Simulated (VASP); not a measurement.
The system is Ta4O.

```xyz
5
Lattice="2.7319 1.5773 2.8250 -2.7319 1.5773 2.8250 0.0000 -3.1546 2.8250" Properties=species:S:1:pos:R:3 pbc="T T T"
Ta   -1.4795    0.8542    4.3220
Ta    0.0000   -1.7084    4.3220
Ta    1.4795    0.8542    4.3220
Ta    0.0000    0.0000    5.6020
O     0.0000    0.0000    1.1662
```

Base run:

* Program: VASP 6.6.1
* Functional: PBE
* Potentials or basis: VASP PAW PBE potentials, release 64 (Ta_pv, O)
* Cutoff: 520 eV
* k mesh: 6 × 6 × 6
* Occupations: gaussian, width 0.1 eV
* Spin: no spin polarisation

Its results: band gap on the k mesh zero (band 25 reaches 7.35 eV, above the bottom of band 26 at 6.16 eV); pressure 186.8 GPa; largest force 34.969 eV/Å.

Problem. The run is repeated on the same cell with these changes: potentials or basis from VASP PAW PBE potentials, release 64 (Ta_pv, O) to VASP PAW PBE potentials, release 64 (Ta_sv_GW, O); cutoff from 520 eV to 600 eV; further incar settings from ALGO = Normal; EDIFF = 1e-07; NBANDS = 33 to ALGO = Normal; EDIFF = 1e-06; NBANDS = 37; valence electrons from 50 to 58. What comes out?

Solution. Band gap on the k mesh zero (band 29 reaches 12.30 eV, above the bottom of band 30 at 11.11 eV); pressure 179.7 GPa; largest force 32.735 eV/Å.

Caveats: spin-orbit coupling is left out, which moves the levels of the heavy elements; forces of over 1 eV/Å act on the atoms, so gaps and moduli don't describe the material at rest.
